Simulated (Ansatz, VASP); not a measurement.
**PtSe2 in VASP and in Ansatz**

The input POSCAR:

```
PtSe2
1.0
    3.7240000000      0.0000000000      0.0000000000
   -1.8620000000      3.2250786037      0.0000000000
    0.0000000000      0.0000000000      5.0620000000
Pt Se
1 2
Direct
    0.0000000000      0.0000000000      0.0000000000
    0.6666666667      0.3333333333      0.7500000000
    0.3333333333      0.6666666667      0.2500000000
```

INCAR.step1

```
PREC = Accurate
ENCUT = 520
ISMEAR = -1
SIGMA = 0.05
LREAL = F
LASPH = T
NELM = 80
NBANDS = 18
GGA = PE
ALGO = Normal
EDIFF = 1E-4
LWAVE = T
LCHARG = F
```

File INCAR.step2:

```
PREC = Accurate
ENCUT = 520
EDIFF = 1E-6
ISMEAR = -1
SIGMA = 0.05
LREAL = F
LASPH = T
NELM = 80
ALGO = Normal
ISIF = 2
LWAVE = F
LCHARG = F
METAGGA = R2SCAN
LMIXTAU = T
LUSE_VDW = T
IVDW_NL = 2
BPARAM = 11.95
CPARAM = 0.0093
NBANDS = 18
ISTART = 1
```

KPOINTS

```
regular mesh
0
Gamma
  8 8 5
```

input.yaml

```yaml
crystal:
  lattice:
    - [3.724, 0.0, 0.0]
    - [-1.862, 3.2250786037, 0.0]
    - [0.0, 0.0, 5.062]
  atoms:
    - { symbol: Pt, position: [0.0, 0.0, 0.0] }
    - { symbol: Se, position: [0.6666666667, 0.3333333333, 0.75] }
    - { symbol: Se, position: [0.3333333333, 0.6666666667, 0.25] }
hamiltonian:
  xc: r2scan
  pseudopotentials: { kind: paw }
  dispersion: rvv10
kpoints:
  mp_grid: { grid: [8, 8, 5] }
scf:
  occupations: { method: fermi_dirac, width: 0.05 }
output:
  forces: true
  stress: true
  eigenvalues: true
```

Alike in both runs: task single point; functional r2SCAN; dispersion rVV10; k mesh 8 × 8 × 5; occupations fermi-dirac, width 0.05 eV; no spin polarisation.

```csv
,VASP,Ansatz
version,VASP 6.6.1,Ansatz 0.2.0
potentials or method,"VASP PAW PBE potentials, release 64 (Pt, Se)",Ansatz PAW
plane-wave cutoff (eV),520,500
valence electrons in the cell,22,50
```

|  | VASP | Ansatz | Ansatz less VASP |
| --- | --- | --- | --- |
| gap on the k mesh at the Fermi level (eV) | none | none | - |
| pressure (GPa) | 4.0 | 3.5 | -0.52 |
| traceless stress, the component that is largest in VASP (GPa) | -0.08 | 0.05 | +0.128 |
| rms of the force components (eV/Å) | 0.211 | 0.191 | -0.0196 |

VASP's potentials were made for PBE, not for r2SCAN. Atom by atom the forces differ by 0.020 eV/Å (rms over components). A gap of «none» marks a metal or a gap that the smearing closes. VASP's potentials hold 22 valence electrons a cell and Ansatz's 50, so a difference there can come from the potentials and not from the codes.

Spin-orbit coupling is off throughout.
